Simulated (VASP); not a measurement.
AlN, 2 atoms in the cell. The structure is cubic, space group F-43m (No. 216). Conventional cell: a = 4.403 Å, b = 4.403 Å, c = 4.403 Å, α = 90.00°, β = 90.00°, γ = 90.00°. Al (site symmetry -43m) has 4 N at 1.91 Å within 2.5 Å. N (site symmetry -43m) has 4 Al at 1.91 Å within 2.5 Å. 

| Item | Value |
| --- | --- |
| Program | VASP 6.6.1 |
| Task | single point |
| Functional | PBE |
| Potentials or basis | VASP PAW PBE potentials, release 64 (Al, N) |
| Cutoff | 600 eV |
| k mesh | 10 × 10 × 10 |
| Occupations | gaussian, width 0.02 eV |
| Spin | no spin polarisation |
| Dipole correction | no |
| Further INCAR settings | ALGO = Normal; EDIFF = 1e-06; NBANDS = 11 |

Potentials or basis: VASP PAW PBE potentials, release 64 (Al, N).

The run is started by

```console
$ cat potpaw_PBE.64/Al/POTCAR potpaw_PBE.64/N/POTCAR > POTCAR
$ mpirun -np 1 vasp_std > vasp.out
```

Hardware: 1 thread of Intel Xeon 8259CL (shared host).

Question: How long does it take, and how much memory?

Answer: It took 25 s on 1 thread of Intel Xeon 8259CL (shared host), peak memory 0.15 GiB. Counts: scf iterations 12, k points 47.
